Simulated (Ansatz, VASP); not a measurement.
## GaP: VASP beside Ansatz

```
Ga P
1.0
     1.91399    1.10504    6.35604
    -1.91399    1.10504    6.35604
     0.00000   -2.21009    6.35604
Ga P
2 2
Direct
  0.43598 0.43598 0.43598
  0.56402 0.56402 0.56402
  0.05804 0.05804 0.05804
  0.94196 0.94196 0.94196
```

Alike in both runs: task single point; functional LDA; k mesh 9 × 9 × 9; occupations gaussian, width 0.05 eV; no spin polarisation.

|  | VASP | Ansatz |
| --- | --- | --- |
| version | VASP 6.6.1 | Ansatz 0.2.0 |
| potentials or method | VASP PAW LDA potentials, release 64 (Ga_d, P), cutoff 520 eV | scalar-relativistic, plane waves, PAW |
| valence electrons in the cell | 36 | 36 |

|  | VASP | Ansatz | Ansatz less VASP |
| --- | --- | --- | --- |
| gap on the k mesh at the Fermi level (eV) | 0.77 | 0.76 | -0.007 |
| least direct gap on the mesh (eV) | 1.11 | 1.10 | -0.009 |
| pressure (GPa) | -2.0 | -2.1 | -0.07 |
| traceless stress, the component that is largest in VASP (GPa) | -0.29 | -0.24 | +0.053 |
| rms of the force components (eV/Å) | 0.039 | 0.024 | -0.0143 |

Ansatz warns that its potentials were made for another functional, while VASP's fit it. LDA's correlation is that of Perdew and Zunger in VASP and of Perdew and Wang (1992) in Ansatz. Atom by atom the forces differ by 0.016 eV/Å (rms over components).
